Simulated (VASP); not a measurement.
# Ni (Fm-3m) in VASP: notebook

The runs below take Ni through single point, relaxation of cell and atoms, with PBE.

Everything below comes from runs of VASP 6.6.1. Logs are shortened: lines on timing, memory, paths and dates and some standing lists are left out, and cuts for length are marked.

## (1) The cell of the first run

Symmetry: Fm-3m, No. 225, cubic system. The conventional cell has a = 3.481 Å, b = 3.481 Å, c = 3.481 Å, α = 90.00°, β = 90.00°, γ = 90.00°. Ni (site symmetry m-3m) has 12 Ni at 2.46 Å within 3.2 Å.

## (2) Single point, PBE, collinear spin, ferromagnetic start

Input file INCAR:

```
ALGO = Normal ; EDIFF = 1E-6
ENCUT = 520 ; GGA = PE
ISIF = 2 ; ISMEAR = 0
ISPIN = 2 ; LASPH = T
LCHARG = T ; LELF = T
LMAXMIX = 4 ; LORBIT = 11
LREAL = F ; LVHAR = T
LWAVE = F ; MAGMOM = 2
NBANDS = 15 ; NELM = 150
PREC = Accurate ; SIGMA = 0.1
```

Input file KPOINTS:

```
k-points
0
Gamma
  8 8 8
```

Input file POSCAR:

```
Ni
1.0
    0.0000000000      1.7405332719      1.7405332719
    1.7405332719      0.0000000000      1.7405332719
    1.7405332719      1.7405332719      0.0000000000
Ni
1
Direct
    0.0000000000      0.0000000000      0.0000000000
```

Potentials or basis: VASP PAW PBE potentials, release 64 (Ni).

Launch:

```bash
> cat potpaw_PBE.64/Ni/POTCAR > POTCAR
> mpirun -np 1 vasp_std > vasp.out
```

OUTCAR:

```text
EDIFF = 1E-6
   ENCUT = 520
   GGA = PE
   ISIF = 2
   ISMEAR = 0
   ISPIN = 2
   LASPH = T
   LORBIT = 11
   LREAL = F
   NELM = 150
   PREC = Accurate

 ion  position               nearest neighbor table
   1  0.000  0.000  0.000-

  LATTYP: Found a face centered cubic cell.
 ALAT       =     3.4810665438

  Lattice vectors:

 A1 = (   0.0000000000,   1.7405332719,   1.7405332719)
 A2 = (   1.7405332719,   0.0000000000,   1.7405332719)
 A3 = (   1.7405332719,   1.7405332719,   0.0000000000)

Analysis of symmetry for initial positions (statically):
=====================================================================
 Subroutine PRICEL returns:
 Original cell was already a primitive cell.

 Routine SETGRP: Setting up the symmetry group for a
 face centered cubic supercell.

 Subroutine GETGRP returns: Found 48 space group operations
 (whereof 48 operations were pure point group operations)
 out of a pool of 48 trial point group operations.

The static configuration has the point symmetry O_h .

Analysis of symmetry for dynamics (positions and initial velocities):
=====================================================================
 Subroutine PRICEL returns:
 Original cell was already a primitive cell.

 Routine SETGRP: Setting up the symmetry group for a
 face centered cubic supercell.

 Subroutine GETGRP returns: Found 48 space group operations
 (whereof 48 operations were pure point group operations)
 out of a pool of 48 trial point group operations.

The dynamic configuration has the point symmetry O_h .

Analysis of structural, dynamic, and magnetic symmetry:
=====================================================================
 Subroutine PRICEL returns:
 Original cell was already a primitive cell.

 Routine SETGRP: Setting up the symmetry group for a
 face centered cubic supercell.

 Subroutine GETGRP returns: Found 48 space group operations
 (whereof 48 operations were pure point group operations)
 out of a pool of 48 trial point group operations.

The overall configuration has the point symmetry O_h .

 Subroutine INISYM returns: Found 48 space group operations
 (whereof 48 operations are pure point group operations),
 and found     1 'primitive' translations

----------------------------------------------------------------------------------------

                                     Primitive cell

  volume of cell :      10.5457

  direct lattice vectors                    reciprocal lattice vectors
     0.000000000  1.740533272  1.740533272    -0.287268280  0.287268280  0.287268280
     1.740533272  0.000000000  1.740533272     0.287268280 -0.287268280  0.287268280
     1.740533272  1.740533272  0.000000000     0.287268280  0.287268280 -0.287268280

  length of vectors
[... 118 lines left out ...]
 number of electron      10.0000001 magnetization       0.6992543

 Free energy of the ion-electron system (eV)
  ---------------------------------------------------
  ext. energy  EPLUGINS =         0.00000000
  ---------------------------------------------------
  free energy    TOTEN  =        -5.46663685 eV

  energy without entropy =       -5.45718724  energy(sigma->0) =       -5.46191205

 E-fermi :   9.8159     XC(G=0): -13.4441

 val. band max:        9.7869825445   @ k =   0.3750   0.3750   0.0000
 cond. band min:       9.8161093054   @ k =   0.5000   0.3750   0.1250
 fundamental gap:      0.0291267608
 Fermi energy:         9.8159174123

 spin component 1

 k-point     1 :       0.0000    0.0000    0.0000
  band No.  band energies     occupation
      1       0.5850      1.00000
      2       7.2506      1.00000
      3       7.2506      1.00000
      4       7.2506      1.00000
      5       8.4731      1.00000
      6       8.4731      1.00000
      7      33.8078      0.00000
      8      37.9090      0.00000
      9      37.9090      0.00000
     10      37.9090      0.00000
     11      40.9436      0.00000
     12      40.9436      0.00000
     13      40.9436      0.00000
     14      43.8523      0.00000
[... 403 lines left out ...]
      4       7.9160      1.00000
      5       9.0680      1.00000
      6      13.2254      0.00000
      7      16.0862      0.00000
      8      26.0951      0.00000
      9      27.0967      0.00000
     10      36.0010      0.00000
     11      40.2536      0.00000
     12      47.6892      0.00000
     13      50.2781      0.00000
     14      50.9728      0.00000
     15      52.2778      0.00000

 [... further k-points ...]

 spin component 2

 k-point     1 :       0.0000    0.0000    0.0000
  band No.  band energies     occupation
      1       0.5725      1.00000
      2       8.0703      1.00000
      3       8.0703      1.00000
      4       8.0703      1.00000
      5       9.1342      1.00000
      6       9.1342      1.00000
      7      33.6647      0.00000
      8      37.9082      0.00000
      9      37.9082      0.00000
     10      37.9082      0.00000
     11      41.0798      0.00000
     12      41.0798      0.00000
     13      41.0798      0.00000
     14      43.7375      0.00000
[... 403 lines left out ...]
      4       8.5953      1.00000
      5       9.9265      0.05896
      6      13.5284      0.00000
      7      16.4727      0.00000
      8      26.1938      0.00000
      9      27.2319      0.00000
     10      36.0242      0.00000
     11      40.3163      0.00000
     12      47.6754      0.00000
     13      50.3665      0.00000
     14      51.1470      0.00000
     15      52.6583      0.00000

 [... further k-points ...]
[... 5 lines left out ...]
  --------------------------------------------------------------------------------------
  -------------------------------------------------------------------------------------
  Total        0.4688086      0.4688086      0.4688086      0.0000000      0.0000000      0.0000000
  in kB       71.2244585     71.2244585     71.2244585      0.0000000      0.0000000      0.0000000
  external PRESSURE =      71.2244585 kB  Pullay stress =       0.0000000 kB

 VOLUME and BASIS-vectors are now :
 -----------------------------------------------------------------------------
  energy-cutoff  :      520.00
  volume of cell :       10.55
      direct lattice vectors                 reciprocal lattice vectors
     0.000000000  1.740533272  1.740533272    -0.287268280  0.287268280  0.287268280
     1.740533272  0.000000000  1.740533272     0.287268280 -0.287268280  0.287268280
     1.740533272  1.740533272  0.000000000     0.287268280  0.287268280 -0.287268280

 POSITION                                       TOTAL-FORCE (eV/Angst)
 -----------------------------------------------------------------------------------
      0.00000      0.00000      0.00000         0.000000      0.000000      0.000000
 -----------------------------------------------------------------------------------
    total drift:                                0.000000     -0.000000      0.000000

  FREE ENERGIE OF THE ION-ELECTRON SYSTEM (eV)
  ---------------------------------------------------
  free  energy   TOTEN  =        -5.4666368537 eV

  energy  without entropy=       -5.4571872448  energy(sigma->0) =       -5.46191205

 total charge

# of ion       s       p       d       tot
------------------------------------------
    1        0.513   0.532   8.320   9.365

 magnetization (x)

# of ion       s       p       d       tot
------------------------------------------
    1       -0.004  -0.022   0.732   0.706
```

OSZICAR:

```text
N       E                     dE             d eps       ncg     rms          rms(c)
DAV:   1     0.330636605764E+02    0.33064E+02   -0.45344E+03  1835   0.948E+02
DAV:   2    -0.488568198953E+01   -0.37949E+02   -0.35242E+02  1992   0.163E+02
DAV:   3    -0.627374353229E+01   -0.13881E+01   -0.13653E+01  2111   0.305E+01
DAV:   4    -0.628160025424E+01   -0.78567E-02   -0.78529E-02  2104   0.223E+00
DAV:   5    -0.628168044335E+01   -0.80189E-04   -0.80189E-04  2214   0.201E-01    0.114E+01
DAV:   6    -0.580090037249E+01    0.48078E+00   -0.12134E+01  2482   0.409E+01    0.606E+00
DAV:   7    -0.548494787347E+01    0.31595E+00   -0.22354E+00  2209   0.152E+01    0.191E+00
DAV:   8    -0.547084068813E+01    0.14107E-01   -0.23116E-02  2218   0.102E+00    0.104E+00
DAV:   9    -0.546769317802E+01    0.31475E-02   -0.16240E-03  2760   0.250E-01    0.371E-01
DAV:  10    -0.546663272243E+01    0.10605E-02   -0.15782E-03  2548   0.239E-01    0.384E-02
DAV:  11    -0.546663606021E+01   -0.33378E-05   -0.13928E-05  2052   0.313E-02    0.238E-02
DAV:  12    -0.546663496128E+01    0.10989E-05   -0.38688E-06  2091   0.129E-02    0.151E-02
DAV:  13    -0.546663684879E+01   -0.18875E-05   -0.11032E-06  1764   0.568E-03    0.800E-04
DAV:  14    -0.546663685373E+01   -0.49458E-08   -0.30470E-08  1199   0.141E-03
   1 F= -.54666369E+01 E0= -.54619120E+01  d E =-.944961E-02  mag=     0.6992
```

stdout:

```text
POSCAR found type information on POSCAR Ni
 POSCAR found :  1 types and       1 ions
 scaLAPACK will be used
 LDA part: xc-table for (Slater+PW92), standard interpolation
 POSCAR, INCAR and KPOINTS ok, starting setup
 FFT: planning ... GRIDC
 FFT: planning ... GRID_SOFT
 FFT: planning ... GRID
 WAVECAR not read
 entering main loop
```

Wall time 7.7 s (1 thread of AMD EPYC 9R45 (Zen 5), shared host); peak memory 0.09 GiB.

What came out:

| Quantity | Value |
| --- | --- |
| Free energy | -5.4666 eV |
| Pressure | 7.1 GPa |
| Net moment | 0.70 μB per cell |
| Site moments | Ni +0.71 μB |
| Valence electrons inside the program's atomic spheres | Ni 9.37 |

Levels at points of the mesh, in eV from the Fermi level:
Spin up:
```csv
k point,band 3,band 4,band 5,band 6,band 7,band 8
"(0.00, 0.00, 0.00)",-2.57,-2.57,-1.34,-1.34,23.99,28.09
"(0.50, 0.00, 0.00)",-2.55,-0.65,-0.65,-0.35,5.86,22.47
"(0.50, 0.50, 0.00)",-0.60,-0.52,-0.52,2.46,9.48,15.11
```
Spin down:
```csv
k point,band 1,band 2,band 3,band 4,band 5,band 6,band 7,band 8
"(0.00, 0.00, 0.00)",-9.24,-1.75,-1.75,-1.75,-0.68,-0.68,23.85,28.09
"(0.50, 0.00, 0.00)",-4.56,-1.87,-1.87,-0.39,0.18,0.18,6.33,22.34
"(0.50, 0.50, 0.00)",-4.48,-3.73,0.09,0.42,0.42,2.45,9.76,15.15
```

Caveat: the k points lie up to 0.39 Å⁻¹ apart.

## (3) Single point, PBE, collinear spin, ferromagnetic start

This run uses another cell than the first one, of 10.89 Å³/atom, 1.033 times its volume.

Input file INCAR:

```
PREC = Accurate
ENCUT = 520
EDIFF = 1E-6
ISMEAR = 0
SIGMA = 0.1
LREAL = F
LASPH = T
NELM = 150
ALGO = Normal
ISIF = 2
LWAVE = F
LCHARG = T
ISPIN = 2
MAGMOM = 0.81
LORBIT = 11
LMAXMIX = 4
GGA = PE
LELF = T
LVHAR = T
NBANDS = 15
```

Input file KPOINTS:

```
Automatic mesh
0
Gamma
  20 20 20
```

Input file POSCAR:

```
Ni
1.0
    0.0000000000      1.7592994292      1.7592994292
    1.7592994292      0.0000000000      1.7592994292
    1.7592994292      1.7592994292      0.0000000000
Ni
1
Direct
    0.0000000000      0.0000000000      0.0000000000
```

Potentials or basis: VASP PAW PBE potentials, release 64 (Ni).

Launch:

```bash
> cat potpaw_PBE.64/Ni/POTCAR > POTCAR
> mpirun -np 1 vasp_std > vasp.out
```

It took 57 s on 1 thread of AMD EPYC 9R45 (Zen 5), shared host; peak memory 0.15 GiB.

Results (log left out):

- Free energy: -5.4751 eV
- Pressure: 0.0 GPa
- Net moment: 0.63 μB per cell
- Site moments: Ni +0.64 μB
- Valence electrons inside the program's atomic spheres: Ni 9.31

Levels at points of the mesh, in eV from the Fermi level:
Spin up:
```csv
k point,band 1,band 2,band 3,band 4,band 5,band 6,band 7,band 8,band 9,band 10
"(0.00, 0.00, 0.00)",-9.00,-2.44,-2.44,-2.44,-1.26,-1.26,23.72,27.57,27.57,27.57
"(0.50, 0.00, 0.00)",-4.83,-2.42,-2.42,-0.61,-0.61,-0.29,5.65,22.21,24.66,24.66
"(0.50, 0.50, 0.00)",-4.64,-4.19,-0.55,-0.48,-0.48,2.45,9.21,14.81,14.81,19.71
```
Spin down:
```csv
k point,band 2,band 3,band 4,band 5,band 6,band 7,band 8,band 9
"(0.00, 0.00, 0.00)",-1.68,-1.68,-1.68,-0.67,-0.67,23.55,27.55,27.55
"(0.50, 0.00, 0.00)",-1.80,-1.80,-0.35,0.15,0.15,6.08,22.06,24.74
"(0.50, 0.50, 0.00)",-3.58,0.06,0.39,0.39,2.40,9.45,14.82,14.82
```

## (4) Relaxation of cell and atoms, PBE, collinear spin, ferromagnetic start

Input file INCAR:

```
SYSTEM = Ni
PREC = Accurate
ENCUT = 600
EDIFF = 1E-7
ISMEAR = 0
SIGMA = 0.1
LREAL = .False.
LASPH = .True.
NELM = 150
ALGO = Normal
ISIF = 3
LWAVE = .False.
LCHARG = .False.
ISPIN = 2
MAGMOM = 0.81
LORBIT = 11
LMAXMIX = 4
GGA = PE
IBRION = 2
NSW = 80
EDIFFG = -0.01
```

Input file KPOINTS:

```
regular mesh
0
Gamma
  20 20 20
  0 0 0
```

Input file POSCAR:

```
Ni
1.0
    0.0000000000      1.7405332719      1.7405332719
    1.7405332719      0.0000000000      1.7405332719
    1.7405332719      1.7405332719      0.0000000000
Ni
1
Direct
    0.0000000000      0.0000000000      0.0000000000
```

Launch:

```bash
> cat potpaw_PBE.64/Ni/POTCAR > POTCAR
> mpirun -np 1 vasp_std > vasp.out
```

Run time: 88 s. Hardware: 1 thread of AMD EPYC 9R45 (Zen 5), shared host; peak memory 0.15 GiB.

It converged, with:

* Free energy: -5.4746 eV
* Relaxed volume: 10.88 Å³/atom
* Relaxed cell: a = 2.487 Å, b = 2.487 Å, c = 2.487 Å, α = 60.00°, β = 60.00°, γ = 60.00°
* Space group after relaxing (to 0.05 Å): Fm-3m (No. 225)
* Energy gained by relaxing: 6.8 meV/atom
* Ionic steps: 3
* Pressure after relaxing: 0.0 GPa
* Net moment: 0.63 μB per cell
* Site moments: Ni +0.64 μB
* Valence electrons inside the program's atomic spheres: Ni 9.31

The path:
```
step  energy change (eV)  largest force (eV/Å)  pressure (GPa)  volume (Å³)
   1              0.0000                0.0000            6.67        10.55
   2             -0.0004                0.0000           -5.71        11.23
   3             -0.0068                0.0000           -0.01        10.88
```

Final structure:
```
Ni
1.0
     0.00000    1.75893    1.75893
     1.75893    0.00000    1.75893
     1.75893    1.75893    0.00000
Ni
1
Direct
  0.00000 0.00000 0.00000
```

Levels at points of the mesh, in eV from the Fermi level:
Spin up:
```tsv
k point	band 3	band 4	band 5	band 6	band 7	band 8
(0.00, 0.00, 0.00)	-2.44	-2.44	-1.26	-1.26	23.72	27.58
(0.50, 0.00, 0.00)	-2.42	-0.61	-0.61	-0.29	5.66	22.21
(0.50, 0.50, 0.00)	-0.55	-0.48	-0.48	2.45	9.21	14.82
```
Spin down:
| k point | band 1 | band 2 | band 3 | band 4 | band 5 | band 6 | band 7 | band 8 | band 9 |
| --- | --- | --- | --- | --- | --- | --- | --- | --- | --- |
| (0.00, 0.00, 0.00) | -9.04 | -1.68 | -1.68 | -1.68 | -0.67 | -0.67 | 23.56 | 27.56 | 27.56 |
| (0.50, 0.00, 0.00) | -4.40 | -1.80 | -1.80 | -0.36 | 0.15 | 0.15 | 6.08 | 22.06 | 24.75 |
| (0.50, 0.50, 0.00) | -4.30 | -3.58 | 0.06 | 0.39 | 0.39 | 2.40 | 9.46 | 14.83 | 14.83 |

## (5) The runs side by side

```csv
task,cell,k mesh,cutoff (eV),gap on the mesh (eV),pressure (GPa),moment (μB)
single point,"a = 2.461 Å, angles 60.0°, 1 atom",8 × 8 × 8,520,none,7.1,0.70
single point,"a = 2.488 Å, angles 60.0°, 1 atom",20 × 20 × 20,520,none,0.0,0.63
relaxation of cell and atoms,"relaxed from a = 2.461 Å, angles 60.0°, 1 atom",20 × 20 × 20,600,none,0.0,0.63
```

Alike in all rows: level PBE; potentials or basis VASP PAW PBE potentials, release 64 (Ni); spin collinear, ferromagnetic start; smearing gaussian 0.1 eV.

Caveats: some runs use coarse meshes.

Absolute energies hang on the potentials; compare differences alone.
